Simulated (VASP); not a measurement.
Here is a VASP 6.6.1 calculation.

Contents of INCAR:

```
PREC = Accurate
ENCUT = 520
EDIFF = 1E-6
ISMEAR = 0
SIGMA = 0.1
LREAL = F
LASPH = T
NELM = 100
ALGO = Normal
ISIF = 2
LWAVE = F
LCHARG = F
GGA = PE
NBANDS = 34
```

Contents of KPOINTS:

```
regular mesh
0
Gamma
  4 4 4
```

POSCAR

```
Se
1.0
    5.5082737108      0.0000000000      0.0000000000
    0.0000000000      5.5082737108      0.0000000000
    0.0000000000      0.0000000000      5.5082737108
Se
8
Direct
    0.5000000000      0.5000000000      0.5000000000
    0.0000000000      0.0000000000      0.0000000000
    0.2500000000      0.0000000000      0.5000000000
    0.5000000000      0.2500000000      0.0000000000
    0.5000000000      0.7500000000      0.0000000000
    0.7500000000      0.0000000000      0.5000000000
    0.0000000000      0.5000000000      0.7500000000
    0.0000000000      0.5000000000      0.2500000000
```

Potentials or basis: VASP PAW PBE potentials, release 64 (Se).

Run with:

```sh
$ cat potpaw_PBE.64/Se/POTCAR > POTCAR
$ mpirun -np 1 vasp_std > vasp.out
```

Q: Estimate the pressure.

A: 0.0 GPa.

Q: Predict the band gap on the k mesh.

A: Zero (bands 24 and 25 overlap by 0.91 eV).
